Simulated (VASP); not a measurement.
Set up this calculation in VASP 6.6.1, as the native input.

| Item | Value |
| --- | --- |
| Task | single point |
| Functional | PBEsol |
| Potentials or basis | VASP PAW PBE potentials, release 64 (Mg, O) |
| Cutoff | 520 eV |
| k mesh | 9 × 9 × 2 |
| Occupations | gaussian, width 0.05 eV |
| Spin | no spin polarisation |
| Dipole correction | no |
| Further INCAR settings | ALGO = Normal; EDIFF = 1e-06; NBANDS = 36 |

The structure of MgO lies in POSCAR:

```
MgO
1.0
    2.1351500000     -2.1351500000      0.0000000000
    2.1351500000      0.0000000000     -2.1351500000
    9.6081750000      8.1847416667      7.8288833333
Mg O
6 6
Direct
    0.6597222222      0.6527777778      0.0416666667
   -0.1458333333     -0.2916666667      0.8750000000
    0.2986111111      0.2638888889      0.2083333333
    0.5763888889      0.4861111111      0.5416666667
   -0.0625000000     -0.1250000000      0.3750000000
    0.2152777778      0.0972222222      0.7083333333
    0.6180555556      0.5694444444      0.2916666667
   -0.0208333333     -0.0416666667      0.1250000000
    0.2569444444      0.1805555556      0.4583333333
    0.5347222222      0.4027777778      0.7916666667
    0.8958333333      0.7916666667      0.6250000000
    0.1736111111      0.0138888889      0.9583333333
```

This cell differs from its parent crystal: the part above a cut slid along it.

These files were run (other wordings do the same):

INCAR

```
SYSTEM = MgO
ALGO = Normal
EDIFF = 1E-6
ENCUT = 520
GGA = PS
ISIF = 2
ISMEAR = 0
LASPH = .TRUE.
LCHARG = .FALSE.
LREAL = .FALSE.
LWAVE = .FALSE.
NBANDS = 36
NELM = 100
PREC = Accurate
SIGMA = 0.05
```

KPOINTS

```
k-points
0
G
  9 9 2
  0 0 0
```

Potentials or basis: VASP PAW PBE potentials, release 64 (Mg, O).

Command:

```bash
$ cat potpaw_PBE.64/Mg/POTCAR potpaw_PBE.64/O/POTCAR > POTCAR
$ mpirun -np 1 vasp_std > vasp.out
```

Results of the run:

```json
{
 "Pressure": "-3.3 GPa",
 "Largest force": "2.894 eV/Å",
 "Band gap on the k mesh": "3.83 eV"
}
```

Caveat: the cell differs from its parent crystal (the part above a cut slid along it); the cell stands under tension; the PAW data sets were made with another functional, which shifts forces and pressure a little.

It took 3.4 min on 1 thread of Intel(R) Xeon(R) Platinum 8488C (Sapphire Rapids), on a shared host, peak memory 0.41 GiB.
